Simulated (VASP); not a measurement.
# Au: relaxation of cell and atoms with PBEsol

Crystal: Au.

```
CELL_PARAMETERS angstrom
0.00000 2.04118 2.04118
2.04118 0.00000 2.04118
2.04118 2.04118 0.00000
ATOMIC_POSITIONS crystal
Au 0.00000 0.00000 0.00000
```

- Program: VASP 6.6.1
- Task: relaxation of cell and atoms
- Functional: PBEsol
- Potentials or basis: VASP PAW PBE potentials, release 64 (Au)
- Cutoff: 500 eV
- k mesh: 9 × 9 × 9
- Occupations: gaussian, width 0.1 eV
- Spin: no spin polarisation
- Dipole correction: no
- Further INCAR settings: ALGO = Normal; EDIFF = 1e-07; IBRION = 2; EDIFFG = -0.01; NSW = 80; ISIF = 3

* Relaxed volume: 16.98 Å³/atom
* Relaxed cell: a = 2.885 Å, b = 2.885 Å, c = 2.885 Å, α = 60.00°, β = 60.00°, γ = 60.00°
* Space group after relaxing (to 0.05 Å): Fm-3m (No. 225)
* Energy gained by relaxing: 0.0 meV/atom
* Ionic steps: 3
* Pressure after relaxing: 0.0 GPa

Final structure:
```
CELL_PARAMETERS angstrom
0.00000 2.04009 2.04009
2.04009 0.00000 2.04009
2.04009 2.04009 0.00000
ATOMIC_POSITIONS crystal
Au 0.00000 0.00000 0.00000
```

Levels at points of the mesh, in eV from the Fermi level:
```tsv
k point	band 4	band 5	band 6	band 7	band 8	band 9
(0.00, 0.00, 0.00)	-4.67	-3.13	-3.13	14.52	18.54	18.54
```

Wall time 22 s on 1 thread of Intel Xeon 8259CL, with other jobs on the host, peak memory 0.14 GiB.

Caveat: the PAW data sets were made with another functional, which shifts forces and pressure a little; spin-orbit coupling is left out, which moves the levels of the heavy elements.
